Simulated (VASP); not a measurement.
Input of a VASP 6.6.1 run:

INCAR

```
  ALGO = Normal
  DIPOL = 0.5 0.5 0.500
  EDIFF = 1E-7
  ENCUT = 520
  GGA = PS
  IDIPOL = 3
  ISIF = 2
  ISMEAR = -1
  LASPH = True
  LCHARG = False
  LDIPOL = True
  LREAL = False
  LWAVE = False
  NBANDS = 32
  NELM = 60
  PREC = Accurate
  SIGMA = 0.1
```

The input KPOINTS:

```
k-points
0
Gamma
  16 16 1
```

Contents of POSCAR:

```
Zn
1.0
    2.5896975869      0.0000000000      0.0000000000
   -1.2948487935      2.2427438984      0.0000000000
    0.0000000000      0.0000000000     29.1183000000
Zn
4
Direct
    0.8333333333      0.1666666667      0.3777686619
    0.1666666667      0.8333333333      0.4602767926
    0.8333333333      0.1666666667      0.5397232084
    0.1666666667      0.8333333333      0.6222313381
```

Potentials or basis: VASP PAW PBE potentials, release 64 (Zn).

Run with:

```console
$ cat potpaw_PBE.64/Zn/POTCAR > POTCAR
$ mpirun -np 1 vasp_std > vasp.out
```

**Question.** What does it give for the band gap on the k mesh?

**Answer.** Zero (band 24 reaches -0.55 eV, above the bottom of band 25 at -4.31 eV).

**Question.** Estimate the largest force.

**Answer.** 0.012 eV/Å.

Forces on the atoms (eV/Å):
```
Zn   0.000  0.000 -0.012
Zn   0.000  0.000 -0.003
Zn   0.000  0.000  0.003
Zn   0.000  0.000  0.012
```

Caveat: the PAW data sets were made with another functional, which shifts forces and pressure a little.
